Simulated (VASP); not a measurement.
Runs of VASP 6.6.1 on V. The structure is cubic, space group Im-3m (No. 229). Conventional cell: a = 3.026 Å, b = 3.026 Å, c = 3.026 Å, α = 90.00°, β = 90.00°, γ = 90.00°. V (site symmetry m-3m) has 14 V at 2.62 to 3.03 Å within 3.5 Å. 

| spin | fixed moment (μB) | pressure (GPa) | moment (μB) |
| --- | --- | --- | --- |
| collinear, ferromagnetic start | 0.18 | -6.6 | 0.18 |
| collinear, ferromagnetic start | 1.26 | 2.9 | 1.26 |
| collinear, zero start | 0.0 | -6.7 | 0.00 |
| collinear, ferromagnetic start | - | -6.7 | 0.01 |
| collinear, ferromagnetic start | 0.54 | (a) | 0.54 |
| collinear, ferromagnetic start | 0.9 | (b) | 0.90 |
| collinear, ferromagnetic start | 0.72 | -4.2 | 0.72 |

Alike in all rows: task single point; level r2SCAN; potentials or basis VASP PAW PBE potentials, release 64 (V_sv); cell as given; k mesh 12 × 12 × 12; cutoff (eV) 520; smearing fermi-dirac 0.1 eV.

Task: Fill in the values left out.

Result: (a) -5.5; (b) -2.2.

Caveats: the PAW data sets were made with another functional, which shifts forces and pressure a little; the total moment is fixed, so each spin has its own Fermi level (some runs).
